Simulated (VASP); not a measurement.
Sb2Te4O, 7 atoms in the cell. It takes space group P4/mmm (No. 123, tetragonal). Conventional cell: a = 4.553 Å, b = 4.553 Å, c = 11.314 Å, α = 90.00°, β = 90.00°, γ = 90.00°. Within 3.0 Å of Sb (site symmetry mmm) lie 2 O at 2.28 Å. Te (site symmetry mmm) has 8 Te at 3.22 to 4.16 Å within 4.2 Å. Within 4.6 Å of Te (site symmetry 4mm) lie 4 Sb at 3.15 Å and 4 O at 3.88 Å and 9 Te at 4.16 to 4.55 Å. O (site symmetry 4/mmm) has 4 Sb at 2.28 Å within 3.0 Å. 

| Item | Value |
| --- | --- |
| Program | VASP 6.6.1 |
| Task | single point |
| Functional | PBE |
| Potentials or basis | VASP PAW PBE potentials, release 64 (Sb, Te, O) |
| Cutoff | 600 eV |
| k mesh | 3 × 3 × 1 |
| Occupations | gaussian, width 0.15 eV |
| Spin | no spin polarisation |
| Dipole correction | no |
| Further INCAR settings | ALGO = Normal; EDIFF = 1e-06; NBANDS = 29 |

Potentials or basis: VASP PAW PBE potentials, release 64 (Sb, Te, O).

Command:

```bash
$ cat potpaw_PBE.64/Sb/POTCAR potpaw_PBE.64/Te/POTCAR potpaw_PBE.64/O/POTCAR > POTCAR
$ mpirun -np 1 vasp_std > vasp.out
```

Hardware: 1 thread of Intel Xeon 8259CL, with other jobs on the host.

Task: How long does it take, and how much memory?

Result: Wall time 96 s on 1 thread of Intel Xeon 8259CL, on a shared host, peak memory 0.34 GiB. Counts: scf iterations 16, k points 3.
